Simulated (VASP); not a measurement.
Wanted: the native input for a VASP 6.6.1 run.

```
Task                   : single point
Functional             : PBE
Potentials or basis    : VASP PAW PBE potentials, release 64 (Li_sv, F)
Cutoff                 : 520 eV
k mesh                 : 9 × 9 × 4
Occupations            : gaussian, width 0.02 eV
Spin                   : no spin polarisation
Dipole correction      : no
Further INCAR settings : ALGO = Normal; EDIFF = 1e-06; NBANDS = 18
```

The structure of LiF lies in POSCAR:

```
LiF
1.0
    3.6286123042      0.0000000000      0.0000000000
   -1.8143061521      3.1424704359      0.0000000000
    0.0000000000      0.0000000000      5.3723107235
Li F
2 2
Direct
    0.6666666700      0.3333333300      0.8854551753
    0.3333333300      0.6666666700      0.3854551753
    0.6666666700      0.3333333300      0.4895458247
    0.3333333300      0.6666666700      0.9895458247
```

This cell differs from its parent crystal: Cl replaced by F, lengths x 0.883, strained.

These files were run (other wordings do the same):

INCAR

```
SYSTEM = LiF
PREC     = Accurate       ! precision mode
ENCUT    = 520            ! plane-wave cutoff, eV
EDIFF    = 1E-6           ! SCF threshold, eV
ISMEAR   = 0              ! smearing method
SIGMA    = 0.02           ! smearing width, eV
LREAL    = .FALSE.        ! projectors in reciprocal space
LASPH    = .TRUE.         ! aspherical terms in the spheres
NELM     = 100            ! most SCF steps
ALGO     = Normal         ! electronic algorithm
ISIF     = 2              ! what is computed and relaxed
LWAVE    = .FALSE.        ! write WAVECAR
LCHARG   = .FALSE.        ! write CHGCAR
GGA      = PE             ! functional
NBANDS   = 18             ! bands
```

KPOINTS

```
regular mesh
0
G
  9 9 4
  0 0 0
```

Potentials or basis: VASP PAW PBE potentials, release 64 (Li_sv, F).

Launch:

```sh
$ cat potpaw_PBE.64/Li_sv/POTCAR potpaw_PBE.64/F/POTCAR > POTCAR
$ mpirun -np 1 vasp_std > vasp.out
```

It gave:

| Property | Result |
| --- | --- |
| Largest force | 0.108 eV/Å |
| Band gap on the k mesh | 5.85 eV, direct |

Caveat: the cell differs from its parent crystal (Cl replaced by F, lengths x 0.883, strained).

It took 19 s on 1 thread of Intel(R) Xeon(R) Platinum 8488C (Sapphire Rapids), with other jobs on the host, peak memory 0.18 GiB.
